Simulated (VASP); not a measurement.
Write the native input for VASP 6.6.1 that does the following.

| Property | Result |
| --- | --- |
| Task | single point |
| Functional | PBE |
| Potentials or basis | VASP PAW PBE potentials, release 64 (Si) |
| Cutoff | 500 eV |
| k mesh | 8 × 8 × 8 |
| Occupations | methfessel-paxton, width 0.02 eV |
| Spin | no spin polarisation |
| Dipole correction | no |
| Further INCAR settings | ALGO = Normal; EDIFF = 1e-06; NBANDS = 11 |

The structure of Si lies in POSCAR:

```
Si
1.0
    0.0000000000      2.7350424217      2.7350424217
    2.7350424217      0.0000000000      2.7350424217
    2.7350424217      2.7350424217      0.0000000000
Si
2
Direct
    0.7500000000      0.7500000000      0.7500000000
    0.5000000000      0.5000000000      0.5000000000
```

One way to write it, as run:

INCAR

```
  ALGO = Normal
  EDIFF = 1E-6
  ENCUT = 500
  GGA = PE
  GGA_COMPAT = F
  ISIF = 2
  ISMEAR = 1
  LASPH = T
  LCHARG = F
  LREAL = F
  LWAVE = F
  NBANDS = 11
  NELM = 120
  PREC = Accurate
  SIGMA = 0.02
```

KPOINTS

```
k-points
0
Gamma
  8 8 8
```

Potentials or basis: VASP PAW PBE potentials, release 64 (Si).

Launch:

```bash
$ cat potpaw_PBE.64/Si/POTCAR > POTCAR
$ mpirun -np 1 vasp_std > vasp.out
```

Results of the run:

```json
{
 "Pressure": "-0.1 GPa",
 "Band gap on the k mesh": "0.65 eV (least direct gap 2.56 eV)"
}
```

Run time: 18 s on 1 thread of Intel Xeon 8259CL, on a shared host, peak memory 0.15 GiB.
